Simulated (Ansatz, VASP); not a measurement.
**One calculation of LiCl, two programs**

```
CELL_PARAMETERS angstrom
0.00000 2.56477 2.56477
2.56477 0.00000 2.56477
2.56477 2.56477 0.00000
ATOMIC_POSITIONS crystal
Cl 0.50000 0.50000 0.50000
Li 0.00000 0.00000 0.00000
```

Alike in both runs: task single point; functional PBE-based screened hybrid; k mesh 5 × 5 × 5; occupations fermi-dirac, width 0.05 eV; no spin polarisation.

|  | VASP | Ansatz |
| --- | --- | --- |
| version | VASP 6.6.1 | Ansatz 0.2.0 |
| potentials or method | VASP PAW PBE potentials, release 64 (Cl, Li_sv) | Ansatz PAW |
| plane-wave cutoff (eV) | 520 | 420 |
| valence electrons in the cell | 10 | 10 |

```tsv
	VASP	Ansatz	Ansatz less VASP
gap on the k mesh at the Fermi level (eV)	7.76	7.75	-0.007
least direct gap on the mesh (eV)	7.76	7.75	-0.007
```

VASP's potentials were made for PBE, not for PBE-based screened hybrid. With one functional, cell and mesh, what is left measures potentials, basis and numerics.

The k mesh is coarse, so the values compare programs but aren't converged. Noted on VASP's run: the cutoff is short for stress, so the pressure is rough. Noted on Ansatz's run: odd divisions of the mesh miss points on the zone boundary, where band edges often lie, so the gap on the mesh can be too wide.
